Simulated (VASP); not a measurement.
# Au (Fm-3m) in VASP: single point with PBEsol

Aim: the single point of Au with PBEsol.

All numbers are computed with VASP 6.6.1; they aren't measurements. Logs are shortened: lines on timing, memory, paths and dates and some standing lists are left out, and cuts for length are marked.

### 1 The cell of the first run

It takes space group Fm-3m (No. 225, cubic). The conventional cell has a = 4.091 Å, b = 4.091 Å, c = 4.091 Å, α = 90.00°, β = 90.00°, γ = 90.00°. Au (site symmetry m-3m) has 12 Au at 2.89 Å within 3.8 Å.

### 2 Single point, PBEsol

INCAR

```
SYSTEM = Au
ALGO     = Fast           ! electronic algorithm
EDIFF    = 1E-7           ! SCF threshold, eV
ENCUT    = 520            ! plane-wave cutoff, eV
GGA      = PS             ! functional
ISIF     = 2              ! what is computed and relaxed
ISMEAR   = 0              ! smearing method
LASPH    = .True.         ! aspherical terms in the spheres
LCHARG   = .False.        ! write CHGCAR
LREAL    = .False.        ! projectors in reciprocal space
LWAVE    = .False.        ! write WAVECAR
NBANDS   = 54             ! bands
NELM     = 100            ! most SCF steps
PREC     = Accurate       ! precision mode
SIGMA    = 0.15           ! smearing width, eV
```

KPOINTS

```
k-points
0
Gamma
  10 10 10
  0 0 0
```

POSCAR

```
Au
1.0
   -4.0910000000     -4.0910000000      0.0000000000
   -4.0910000000      0.0000000000     -4.0910000000
    0.0000000000     -4.0910000000     -4.0910000000
Au
8
Direct
    0.5000000000      0.5000000000      0.5000000000
    0.0000000000      0.5000000000      0.5000000000
    0.5000000000      0.0000000000      0.5000000000
    0.0000000000      0.0000000000      0.5000000000
    0.5000000000      0.5000000000      0.0000000000
    0.0000000000      0.5000000000      0.0000000000
    0.5000000000      0.0000000000      0.0000000000
    0.0000000000      0.0000000000      0.0000000000
```

Potentials or basis: VASP PAW PBE potentials, release 64 (Au).

The run is started by

```console
> cat potpaw_PBE.64/Au/POTCAR > POTCAR
> mpirun -np 1 vasp_std > vasp.out
```

OUTCAR:

```text
SYSTEM = Au
   EDIFF = 1E-7
   ENCUT = 520
   GGA = PS
   ISIF = 2
   ISMEAR = 0
   LASPH = .True.
   LREAL = .False.
   NELM = 100
   PREC = Accurate

 ion  position               nearest neighbor table
   1  0.500  0.500  0.500-   2 2.89   3 2.89   5 2.89   5 2.89   6 2.89   7 2.89   3 2.89   4 2.89
                             7 2.89   2 2.89   4 2.89   6 2.89
   2  0.000  0.500  0.500-   1 2.89   4 2.89   6 2.89   5 2.89   6 2.89   8 2.89   3 2.89   4 2.89
                             8 2.89   1 2.89   3 2.89   5 2.89
   3  0.500  0.000  0.500-   1 2.89   4 2.89   7 2.89   5 2.89   7 2.89   8 2.89   1 2.89   2 2.89
                             5 2.89   2 2.89   4 2.89   8 2.89
   4  0.000  0.000  0.500-   2 2.89   3 2.89   8 2.89   6 2.89   7 2.89   8 2.89   1 2.89   2 2.89
                             6 2.89   1 2.89   3 2.89   7 2.89
   5  0.500  0.500  0.000-   1 2.89   6 2.89   7 2.89   1 2.89   2 2.89   3 2.89   3 2.89   7 2.89
                             8 2.89   2 2.89   6 2.89   8 2.89
   6  0.000  0.500  0.000-   2 2.89   5 2.89   8 2.89   1 2.89   2 2.89   4 2.89   4 2.89   7 2.89
                             8 2.89   1 2.89   5 2.89   7 2.89
   7  0.500  0.000  0.000-   3 2.89   5 2.89   8 2.89   1 2.89   3 2.89   4 2.89   1 2.89   5 2.89
                             6 2.89   4 2.89   6 2.89   8 2.89
   8  0.000  0.000  0.000-   4 2.89   6 2.89   7 2.89   2 2.89   3 2.89   4 2.89   2 2.89   5 2.89
                             6 2.89   3 2.89   5 2.89   7 2.89
[... 6 lines left out ...]
 A1 = (  -4.0910000000,  -4.0910000000,   0.0000000000)
 A2 = (  -4.0910000000,   0.0000000000,  -4.0910000000)
 A3 = (   0.0000000000,  -4.0910000000,  -4.0910000000)

Analysis of symmetry for initial positions (statically):
=====================================================================
 Subroutine PRICEL returns following result:

  LATTYP: Found a face centered cubic cell.
 ALAT       =     4.0910000000

  Lattice vectors:

 A1 = (  -2.0455000000,  -2.0455000000,   0.0000000000)
 A2 = (  -2.0455000000,   0.0000000000,  -2.0455000000)
 A3 = (   0.0000000000,  -2.0455000000,  -2.0455000000)

   8 primitive cells build up your supercell.

 Routine SETGRP: Setting up the symmetry group for a
 face centered cubic supercell.

 Subroutine GETGRP returns: Found 48 space group operations
 (whereof 48 operations were pure point group operations)
 out of a pool of 48 trial point group operations.

The static configuration has the point symmetry O_h .

Analysis of symmetry for dynamics (positions and initial velocities):
=====================================================================
 Subroutine PRICEL returns following result:

  LATTYP: Found a face centered cubic cell.
 ALAT       =     4.0910000000

  Lattice vectors:

 A1 = (  -2.0455000000,  -2.0455000000,   0.0000000000)
 A2 = (  -2.0455000000,   0.0000000000,  -2.0455000000)
[... 118 lines left out ...]
   TEBEG  =    0.0;   TEEND  =   0.0 temperature during run
   PSTRESS=    0.0 pullay stress
   NELECT =      88.0000    total number of electrons
   NUPDOWN=      -1.0000    fix difference up-down
   EMIN   =  10.00;   EMAX   =-10.00  energy-range for DOS
   EFERMI =   0.00;   METHOD = LEGACY
   ISMEAR =     0;   SIGMA  =   0.15  broadening in eV -4-tet -1-fermi 0-gaus
   EFERMI_NEDOS =   21; number of points for ismear=-14 and -15
   IALGO  =     68    algorithm
   IMIX   =      4    mixing-type and parameters
     AMIX     =   0.40;   BMIX     =  1.00
     AMIX_MAG =   1.60;   BMIX_MAG =  1.00
  volume/ion in A,a.u.               =      17.12       115.51
  Fermi-wavevector in a.u.,A,eV,Ry     =   1.412742  2.669696 27.155058  1.995840
  Thomas-Fermi vector in A             =   2.534459
   LORBIT       =      0    0 simple, 1 ext, 2 COOP (PROOUT), +10 PAW based schemes
   GGA     = PS    functional components
   LHFCALC =     F    Hartree Fock is set to
   AEXX    =    0.0000 exact exchange contribution
   IVDW    =     0    specifies the selected vdW correction
   LEPSILON=     F    determine dielectric tensor
   LRPA    =     F    only Hartree local field effects (RPA)
 non-spin polarized calculation
 RMM-DIIS sequential band-by-band and
 Gauss-broadening in eV      SIGMA  =   0.15
  energy-cutoff  :      520.00
  volume of cell :      136.94
 maximum number of plane-waves:      3708
 NGX is ok and might be reduce to    48
   NGX = 21   NGY = 21   NGZ = 21

 number of electron      88.0000001 magnetization

 Free energy of the ion-electron system (eV)
  ---------------------------------------------------
  ext. energy  EPLUGINS =         0.00000000
  ---------------------------------------------------
  free energy    TOTEN  =       -31.40444572 eV

  energy without entropy =      -31.38052656  energy(sigma->0) =      -31.39248614

 E-fermi :   9.1762     XC(G=0): -12.8584

 val. band max:        9.1720296980   @ k =   0.5000   0.2000   0.0000
 cond. band min:       9.1802139134   @ k =  -0.3000   0.3000   0.0000
 fundamental gap:      0.0081842154
 Fermi energy:         9.1762315754

 k-point     1 :       0.0000    0.0000    0.0000
  band No.  band energies     occupation
      1      -0.6690      2.00000
      2       1.9129      2.00000
      3       1.9129      2.00000
      4       1.9129      2.00000
      5       1.9129      2.00000
      6       2.1747      2.00000
[... 1357 lines left out ...]
     53      15.7129      0.00000
     54      16.7712      0.00000

 [... further k-points ...]
[... 5 lines left out ...]
  --------------------------------------------------------------------------------------
  -------------------------------------------------------------------------------------
  Total       -1.1986554     -1.1986554     -1.1986554      0.0000000      0.0000000      0.0000000
  in kB      -14.0244710    -14.0244710    -14.0244710      0.0000000      0.0000000      0.0000000
  external PRESSURE =     -14.0244710 kB  Pullay stress =       0.0000000 kB

 VOLUME and BASIS-vectors are now :
 -----------------------------------------------------------------------------
  energy-cutoff  :      520.00
  volume of cell :      136.94
      direct lattice vectors                 reciprocal lattice vectors
    -4.091000000 -4.091000000  0.000000000    -0.122219506 -0.122219506  0.122219506
    -4.091000000  0.000000000 -4.091000000    -0.122219506  0.122219506 -0.122219506
     0.000000000 -4.091000000 -4.091000000     0.122219506 -0.122219506 -0.122219506

 POSITION                                       TOTAL-FORCE (eV/Angst)
 -----------------------------------------------------------------------------------
     -4.09100     -4.09100     -4.09100        -0.000000     -0.000000     -0.000000
     -2.04550     -2.04550     -4.09100        -0.000000      0.000000      0.000000
     -2.04550     -4.09100     -2.04550         0.000000     -0.000000     -0.000000
      0.00000     -2.04550     -2.04550        -0.000000     -0.000000      0.000000
     -4.09100     -2.04550     -2.04550         0.000000      0.000000      0.000000
     -2.04550      0.00000     -2.04550         0.000000      0.000000     -0.000000
     -2.04550     -2.04550      0.00000         0.000000      0.000000     -0.000000
      0.00000      0.00000      0.00000         0.000000      0.000000     -0.000000
 -----------------------------------------------------------------------------------
    total drift:                               -0.000000     -0.000000     -0.000000

  FREE ENERGIE OF THE ION-ELECTRON SYSTEM (eV)
  ---------------------------------------------------
  free  energy   TOTEN  =       -31.4044457240 eV

  energy  without entropy=      -31.3805265586  energy(sigma->0) =      -31.39248614
```

It took 4.2 min on 1 thread of Intel Xeon 6975P-C (Granite Rapids), shared host; peak memory 0.46 GiB.

What came out:

- Free energy: -31.4044 eV
- Pressure: -1.4 GPa
- Band gap on the k mesh: zero (bands 44 and 45 overlap by 2.01 eV)

Caveat: the PAW data sets were made with another functional, which shifts forces and pressure a little; spin-orbit coupling is left out, which moves the levels of the heavy elements.
